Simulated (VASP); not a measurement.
# NaH4 (C2/m) in VASP: single point with PBE

Aim: the single point of NaH4 with PBE.

Everything below comes from runs of VASP 6.6.1. Logs are shortened: lines on timing, memory, paths and dates and some standing lists are left out, and cuts for length are marked.

## Step 1: The cell of the first run

The typed cell holds 5 atoms: a = 4.540 Å, b = 4.540 Å, c = 3.448 Å, α = 108.42°, β = 108.42°, γ = 121.29°.

The cell was built from a structure type or drawn by symmetry, and may not be a known phase.

## Step 2: Single point, PBE

File INCAR:

```
PREC = Accurate ; ENCUT = 520
EDIFF = 1E-6 ; ISMEAR = 0
SIGMA = 0.1 ; LREAL = False
LASPH = True ; NELM = 80
ALGO = Normal ; ISIF = 2
LWAVE = False ; LCHARG = False
GGA = PE ; NBANDS = 14
```

File KPOINTS:

```
Automatic mesh
0
Gamma
  12 12 14
```

File POSCAR:

```
NaH4
1.0
    2.1782165977     -3.9566542228     -0.4560410928
    2.1782165977      3.9566542228     -0.4560410928
   -1.6354890583      0.0000000000      3.0358890887
Na H
1 4
Direct
    0.9205971459      0.0794028541      0.5000000000
    0.6322501507      0.3677498493      0.5000000000
    0.4206004729      0.0794043517      0.5000044412
    0.9205956483      0.5793995271      0.4999955588
    0.2089464022      0.7910535978      0.5000000000
```

Potentials or basis: VASP PAW PBE potentials, release 64 (Na_pv, H).

Command:

```sh
$ cat potpaw_PBE.64/Na_pv/POTCAR potpaw_PBE.64/H/POTCAR > POTCAR
$ mpirun -np 1 vasp_std > vasp.out
```

OUTCAR:

```text
PREC = Accurate
   ENCUT = 520
   EDIFF = 1E-6
   ISMEAR = 0
   LREAL = False
   LASPH = True
   NELM = 80
   ISIF = 2
   GGA = PE

 ion  position               nearest neighbor table
   1  0.921  0.079  0.500-
   2  0.632  0.368  0.500-
   3  0.421  0.079  0.500-
   4  0.921  0.579  0.500-
   5  0.209  0.791  0.500-

  LATTYP: Found a base centered monoclinic cell.
 ALAT       =     4.4508880124
 B/A-ratio  =     1.7779167715
 C/A-ratio  =     0.7747662347
 COS(beta)  =    -0.6446182291

  Lattice vectors:

 A1 = (   2.1782165977,  -3.9566542228,  -0.4560410928)
 A2 = (   2.1782165977,   3.9566542228,  -0.4560410928)
 A3 = (  -1.6354890583,   0.0000000000,   3.0358890887)

Analysis of symmetry for initial positions (statically):
=====================================================================
 Subroutine PRICEL returns:
 Original cell was already a primitive cell.

 Routine SETGRP: Setting up the symmetry group for a
 base centered monoclinic supercell.

 Subroutine GETGRP returns: Found  4 space group operations
 (whereof  2 operations were pure point group operations)
 out of a pool of  4 trial point group operations.

The static configuration has the point symmetry C_2 .
 The point group associated with its full space group is C_2h.

Analysis of symmetry for dynamics (positions and initial velocities):
=====================================================================
 Subroutine PRICEL returns:
 Original cell was already a primitive cell.

 Routine SETGRP: Setting up the symmetry group for a
 base centered monoclinic supercell.

 Subroutine GETGRP returns: Found  4 space group operations
 (whereof  2 operations were pure point group operations)
 out of a pool of  4 trial point group operations.

The dynamic configuration has the point symmetry C_2 .
 The point group associated with its full space group is C_2h.

 Subroutine INISYM returns: Found  4 space group operations
 (whereof  2 operations are pure point group operations),
 and found     1 'primitive' translations

----------------------------------------------------------------------------------------

                                     Primitive cell

  volume of cell :      46.4272

  direct lattice vectors                    reciprocal lattice vectors
     2.178216598 -3.956654223 -0.456041093     0.258727003 -0.126369395  0.139380975
     2.178216598  3.956654223 -0.456041093     0.258727003  0.126369395  0.139380975
    -1.635489058  0.000000000  3.035889089     0.077730208  0.000000000  0.371267484

  length of vectors
     4.539571969  4.539571969  3.448397747     0.319899894  0.319899894  0.379317189

  position of ions in fractional coordinates (direct lattice)
     0.920597146  0.079402854  0.500000000
     0.632250151  0.367749849  0.500000000
     0.420600473  0.079404352  0.500004441
     0.920595648  0.579399527  0.499995559
     0.208946402  0.791053598  0.500000000

  ion indices of the primitive-cell ions
   primitive index   ion index
                 1           1
                 2           2
                 3           3
                 4           4
                 5           5

----------------------------------------------------------------------------------------

 KPOINTS: Automatic mesh

Automatic generation of k-mesh.
 Grid dimensions read from file:
 generate k-points for:   12   12   14

 Generating k-lattice:

  Cartesian coordinates                     Fractional coordinates (reciprocal lattice)
     0.021560584 -0.010530783  0.011615081     0.083333333  0.000000000 -0.000000000
     0.021560584  0.010530783  0.011615081     0.000000000  0.083333333 -0.000000000
     0.005552158  0.000000000  0.026519106     0.000000000  0.000000000  0.071428571

  Length of vectors
     0.026658325  0.026658325  0.027094085

  Shift w.r.t. Gamma in fractional coordinates (k-lattice)
     0.000000000  0.000000000  0.000000000

 Subroutine IBZKPT returns following result:
 ===========================================

 Found    554 irreducible k-points:

 Following reciprocal coordinates:
            Coordinates               Weight
  0.000000  0.000000  0.000000      1.000000
  0.083333 -0.000000  0.000000      4.000000
  0.166667 -0.000000  0.000000      4.000000
  0.250000 -0.000000  0.000000      4.000000
  0.333333 -0.000000  0.000000      4.000000
  0.416667 -0.000000  0.000000      4.000000
[... 16 lines left out ...]
  0.500000  0.166667  0.000000      4.000000
 -0.416667  0.166667 -0.000000      4.000000
 [... further k-points ...]
   k-points           NKPTS =    554   k-points in BZ     NKDIM =    554   number of bands    NBANDS=     14
   number of dos      NEDOS =    301   number of ions     NIONS =      5
   total plane-waves  NPLWV =  36288
   dimension x,y,z NGX =    36 NGY =   36 NGZ =   28
   dimension x,y,z NGXF=    72 NGYF=   72 NGZF=   56
   ions per type =               1   4
   NGX,Y,Z   is equivalent  to a cutoff of  13.18, 13.18, 13.50 a.u.
   NGXF,Y,Z  is equivalent  to a cutoff of  26.37, 26.37, 27.00 a.u.
 SYSTEM =  unknown system
   PREC   = accura    normal or accurate (medium, high low for compatibility)
   ISTART =      0    job   : 0-new  1-cont  2-samecut
   ICHARG =      2    charge: 1-file 2-atom 10-const
   ISPIN  =      1    spin polarized calculation?
   LNONCOLLINEAR =      F non collinear calculations
   LSORBIT =      F    spin-orbit coupling
   LASPH  =      T    aspherical Exc in radial PAW
   ENCUT  =  520.0 eV  38.22 Ry    6.18 a.u.   8.44  8.44  6.41*2*pi/ulx,y,z
   NELM   =     80;   NELMIN=  2; NELMDL= -5     # of ELM steps
   EDIFF  = 0.1E-05   stopping-criterion for ELM
   LREAL  =      F    real-space projection
   EDIFFG = 0.1E-04   stopping-criterion for IOM
   NSW    =      0    number of steps for IOM
   IBRION =     -1    ionic relax: 0-MD 1-quasi-New 2-CG
   NFREE  =      0    steps in history (QN), initial steepest desc. (CG)
   ISIF   =      2    stress and relaxation
   ISYM   =      2    0-nonsym 1-usesym 2-fastsym
   POTIM  = 0.5000    time-step for ionic-motion
   TEBEG  =    0.0;   TEEND  =   0.0 temperature during run
   PSTRESS=    0.0 pullay stress
   NELECT =      11.0000    total number of electrons
   NUPDOWN=      -1.0000    fix difference up-down
   EMIN   =  10.00;   EMAX   =-10.00  energy-range for DOS
   EFERMI =   0.00;   METHOD = LEGACY
   ISMEAR =     0;   SIGMA  =   0.10  broadening in eV -4-tet -1-fermi 0-gaus
   EFERMI_NEDOS =   21; number of points for ismear=-14 and -15
   IALGO  =     38    algorithm
   IMIX   =      4    mixing-type and parameters
     AMIX     =   0.40;   BMIX     =  1.00
     AMIX_MAG =   1.60;   BMIX_MAG =  1.00
  volume/ion in A,a.u.               =       9.29        62.66
  Fermi-wavevector in a.u.,A,eV,Ry     =   1.013013  1.914317 13.962233  1.026195
  Thomas-Fermi vector in A             =   2.146156
   LORBIT       =      0    0 simple, 1 ext, 2 COOP (PROOUT), +10 PAW based schemes
   GGA     = PE    functional components
   LHFCALC =     F    Hartree Fock is set to
   AEXX    =    0.0000 exact exchange contribution
   IVDW    =     0    specifies the selected vdW correction
   LEPSILON=     F    determine dielectric tensor
   LRPA    =     F    only Hartree local field effects (RPA)
 non-spin polarized calculation
 Gauss-broadening in eV      SIGMA  =   0.10
  energy-cutoff  :      520.00
  volume of cell :       46.43
 maximum number of plane-waves:      1270
 NGX is ok and might be reduce to    36
   NGX = 17   NGY = 17   NGZ = 13

 number of electron      11.0000002 magnetization

 Free energy of the ion-electron system (eV)
  ---------------------------------------------------
  ext. energy  EPLUGINS =         0.00000000
  ---------------------------------------------------
  free energy    TOTEN  =       -13.22384871 eV

  energy without entropy =      -13.22130113  energy(sigma->0) =      -13.22257492

 E-fermi :   1.4672     XC(G=0):  -7.6436

 val. band max:        1.4636466242   @ k =  -0.4167   0.1667   0.3571
 cond. band min:       1.4705458555   @ k =  -0.4167   0.4167   0.1429
 fundamental gap:      0.0068992313
 Fermi energy:         1.4671766740

 k-point     1 :       0.0000    0.0000    0.0000
  band No.  band energies     occupation
      1     -24.2529      2.00000
      2     -24.2197      2.00000
      3     -24.2059      2.00000
      4      -9.1152      2.00000
      5      -0.1501      2.00000
      6       0.1117      2.00000
      7       2.9675      0.00000
      8       5.8957      0.00000
      9      10.9505      0.00000
     10      11.1294      0.00000
     11      11.3683      0.00000
     12      11.4851      0.00000
     13      11.5486      0.00000
     14      12.5461      0.00000

 k-point     2 :       0.0833   -0.0000    0.0000
  band No.  band energies     occupation
      1     -24.2545      2.00000
      2     -24.2209      2.00000
      3     -24.2060      2.00000
      4      -9.0317      2.00000
      5      -1.1439      2.00000
      6       1.0650      2.00000
      7       2.9903      0.00000
      8       6.1036      0.00000
      9       9.5968      0.00000
     10      10.2065      0.00000
     11      11.2108      0.00000
     12      12.1206      0.00000
     13      12.6337      0.00000
     14      13.7513      0.00000
[... 343 lines left out ...]
      1     -24.2759      2.00000
      2     -24.2274      2.00000
      3     -24.2096      2.00000
      4      -7.6232      2.00000
      5      -4.5530      2.00000
      6       1.3048      1.97832
      7       5.4507      0.00000
      8       5.8865      0.00000
      9       8.4884      0.00000
     10       9.4254      0.00000
     11      11.4881      0.00000
     12      13.2459      0.00000
     13      13.7940      0.00000
     14      14.6449      0.00000

 k-point    24 :      -0.4167    0.1667   -0.0000
  band No.  band energies     occupation
      1     -24.2672      2.00000
      2     -24.2263      2.00000
      3     -24.2105      2.00000
      4      -8.1782      2.00000
      5      -3.5004      2.00000
      6       0.9493      2.00000
      7       4.2440      0.00000
      8       6.6514      0.00000
      9       9.1185      0.00000
     10       9.3470      0.00000
     11      12.3662      0.00000
     12      13.0322      0.00000
     13      14.0130      0.00000
     14      14.5986      0.00000

 [... further k-points ...]

------------------------ aborting loop because EDIFF is reached ----------------------------------------

  FORCE on cell =-STRESS in cart. coord.  units (eV):
  Direction    XX          YY          ZZ          XY          YZ          ZX
  --------------------------------------------------------------------------------------
  -------------------------------------------------------------------------------------
  Total       -0.0661181     -0.0328677     -0.0496253      0.0000000      0.0000000      0.0037643
  in kB       -2.2817017     -1.1342484     -1.7125426      0.0000000      0.0000000      0.1299039
  external PRESSURE =      -1.7094976 kB  Pullay stress =       0.0000000 kB

 VOLUME and BASIS-vectors are now :
 -----------------------------------------------------------------------------
  energy-cutoff  :      520.00
  volume of cell :       46.43
      direct lattice vectors                 reciprocal lattice vectors
     2.178216598 -3.956654223 -0.456041093     0.258727003 -0.126369395  0.139380975
     2.178216598  3.956654223 -0.456041093     0.258727003  0.126369395  0.139380975
    -1.635489058  0.000000000  3.035889089     0.077730208  0.000000000  0.371267484

 POSITION                                       TOTAL-FORCE (eV/Angst)
 -----------------------------------------------------------------------------------
      1.36047     -3.32831      1.06190         0.000000      0.000000      0.000000
      1.36047     -1.04654      1.06190         0.000000      0.001132      0.000000
      0.27137     -1.35000      1.28994         0.000000      0.000000     -0.000000
      2.44958     -1.35000      0.83387        -0.000000      0.000000     -0.000000
      1.36047      2.30320      1.06190         0.000000     -0.001132      0.000000
 -----------------------------------------------------------------------------------
    total drift:                                0.000000      0.001359     -0.000000

  FREE ENERGIE OF THE ION-ELECTRON SYSTEM (eV)
  ---------------------------------------------------
  free  energy   TOTEN  =       -13.2238487051 eV

  energy  without entropy=      -13.2213011349  energy(sigma->0) =      -13.22257492
```

It took 10 min on 1 thread of AMD EPYC 7R13, shared host; peak memory 0.38 GiB.

What came out:

```yaml
Free_energy: -13.2238 eV
Pressure: -0.2 GPa
Band_gap_on_the_k_mesh: zero (an odd number of electrons rules out a gap without spin polarisation)
```
